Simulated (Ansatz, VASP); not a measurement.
# ZnS: VASP beside Ansatz

File INCAR:

```
PREC = Accurate
ENCUT = 600
EDIFF = 1E-6
ISMEAR = 0
SIGMA = 0.02
LREAL = F
LASPH = T
NELM = 80
ALGO = Normal
ISIF = 3
LWAVE = F
LCHARG = F
IBRION = 2
NSW = 100
EDIFFG = -0.005
```

Contents of KPOINTS:

```
Automatic mesh
0
Gamma
  10 10 10
```

Contents of POSCAR:

```
ZnS
1.0
    0.0000000000      2.6936828800      2.6936828800
    2.6936828800      0.0000000000      2.6936828800
    2.6936828800      2.6936828800      0.0000000000
Zn S
1 1
Direct
    0.0000000000      0.0000000000      0.0000000000
    0.7500000000      0.7500000000      0.7500000000
```

Input for Ansatz:

```yaml
crystal:
  lattice:
    - [0.0, 2.69368288, 2.69368288]
    - [2.69368288, 0.0, 2.69368288]
    - [2.69368288, 2.69368288, 0.0]
  atoms:
    - { symbol: Zn, position: [0.0, 0.0, 0.0] }
    - { symbol: S, position: [0.75, 0.75, 0.75] }
basis:
  ecutwfc: 420
kpoints:
  mp_grid: { grid: [10, 10, 10] }
hamiltonian:
  xc: lda
scf:
  occupations: { method: gaussian, width: 0.02 }
output:
  forces: true
  stress: true
  eigenvalues: true
  write_density: true
  write_potential: true
  elf: true
  volumetric_format: npy
relax:
  adjacent_minimum: "off"
  f_tol: 0.005
  max_steps: 80
  cell: { stress_tol: 0.05 }
```

Alike in both runs: task relaxation of cell and atoms; functional LDA; k mesh 10 × 10 × 10; occupations gaussian, width 0.02 eV; no spin polarisation.

|  | VASP | Ansatz |
| --- | --- | --- |
| version | VASP 6.6.1 | Ansatz 0.2.0 |
| potentials or method | VASP PAW LDA potentials, release 64 (Zn, S), cutoff 600 eV | scalar-relativistic, plane waves, PAW |
| valence electrons in the cell | 18 | 18 |

```tsv
	VASP	Ansatz	Ansatz less VASP
gap on the k mesh at the Fermi level, each at its own relaxed structure (eV)	2.15	2.13	-0.023
relaxed volume (Å³/atom)	18.63	18.58	-0.050
relaxed cell length with the largest relative difference (Å)	3.749	3.745	-0.0034
```

LDA's correlation is that of Perdew and Zunger in VASP and of Perdew and Wang (1992) in Ansatz.
